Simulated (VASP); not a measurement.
Wanted: the native input for a VASP 6.6.1 run.

- Task: single point
- Functional: PBE
- Potentials or basis: VASP PAW PBE potentials, release 64 (In_d, As)
- Cutoff: 520 eV
- k mesh: 6 × 6 × 6
- Occupations: gaussian, width 0.001 eV
- Spin: no spin polarisation
- Dipole correction: no
- Further INCAR settings: ALGO = Normal; EDIFF = 1e-06; NBANDS = 16

The structure of InAs lies in POSCAR:

```
InAs
1.0
    0.0000000000      3.0545904655      3.0545904655
    3.0545904655      0.0000000000      3.0545904655
    3.0545904655      3.0545904655      0.0000000000
In As
1 1
Direct
    0.0000000000      0.0000000000      0.0000000000
    0.2500000000      0.2500000000      0.2500000000
```

One way to write it, as run:

INCAR

```
SYSTEM = InAs
  PREC = Accurate
  ENCUT = 520
  EDIFF = 1E-6
  ISMEAR = 0
  SIGMA = 0.001
  LREAL = .FALSE.
  LASPH = .TRUE.
  NELM = 100
  ALGO = Normal
  ISIF = 2
  LWAVE = .FALSE.
  LCHARG = .FALSE.
  GGA = PE
  NBANDS = 16
```

KPOINTS

```
Automatic mesh
0
G
  6 6 6
  0 0 0
```

Potentials or basis: VASP PAW PBE potentials, release 64 (In_d, As).

The run is started by

```console
$ cat potpaw_PBE.64/In_d/POTCAR potpaw_PBE.64/As/POTCAR > POTCAR
$ mpirun -np 1 vasp_std > vasp.out
```

It gave:

- Pressure: 2.1 GPa
- Band gap on the k mesh: zero (filled and empty bands touch)

Caveat: semilocal functionals underestimate gaps, and a narrow one can read as zero; spin-orbit coupling is left out, which moves the levels of the heavy elements.

Wall time 7 s on 1 thread of Intel(R) Xeon(R) 6975P-C (Granite Rapids) (shared host), peak memory 0.18 GiB.
